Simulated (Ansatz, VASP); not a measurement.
Two plane-wave programs on Sr

Contents of INCAR:

```
PREC     = Accurate       # precision mode
ENCUT    = 520            # plane-wave cutoff, eV
EDIFF    = 1E-7           # SCF threshold, eV
ISMEAR   = 0              # smearing method
SIGMA    = 0.1            # smearing width, eV
LREAL    = F              # projectors in reciprocal space
LASPH    = T              # aspherical terms in the spheres
NELM     = 80             # most SCF steps
ALGO     = Fast           # electronic algorithm
ISIF     = 2              # what is computed and relaxed
LWAVE    = F              # write WAVECAR
LCHARG   = F              # write CHGCAR
GGA      = PE             # functional
NBANDS   = 11             # bands
```

The input KPOINTS:

```
regular mesh
0
Gamma
  12 12 12
```

The input POSCAR:

```
Sr
1.0
   -2.3871457500      2.3871457500      2.3871457500
    2.3871457500     -2.3871457500      2.3871457500
    2.3871457500      2.3871457500     -2.3871457500
Sr
1
Direct
    0.0000000000      0.0000000000      0.0000000000
```

Input for Ansatz:

```yaml
crystal:
  lattice:
    - [-2.38714575, 2.38714575, 2.38714575]
    - [2.38714575, -2.38714575, 2.38714575]
    - [2.38714575, 2.38714575, -2.38714575]
  atoms:
    - { symbol: Sr, position: [0.0, 0.0, 0.0] }
basis:
  ecutwfc: 420
kpoints:
  mp_grid: { grid: [12, 12, 12] }
hamiltonian:
  xc: pbe
scf:
  occupations: { method: gaussian, width: 0.1 }
output:
  forces: true
  stress: true
  eigenvalues: true
```

Alike in both runs: task single point; functional PBE; k mesh 12 × 12 × 12; occupations gaussian, width 0.1 eV; no spin polarisation.

|  | VASP | Ansatz |
| --- | --- | --- |
| version | VASP 6.6.1 | Ansatz 0.2.0 |
| potentials or method | VASP PAW PBE potentials, release 64 (Sr_sv), cutoff 520 eV | scalar-relativistic, plane waves, PAW |
| valence electrons in the cell | 10 | 10 |

```csv
,VASP,Ansatz,Ansatz less VASP
gap on the k mesh at the Fermi level (eV),none,none,-
pressure (GPa),-0.1,-0.1,0.00
```

A gap of «none» marks a metal or a gap that the smearing closes.
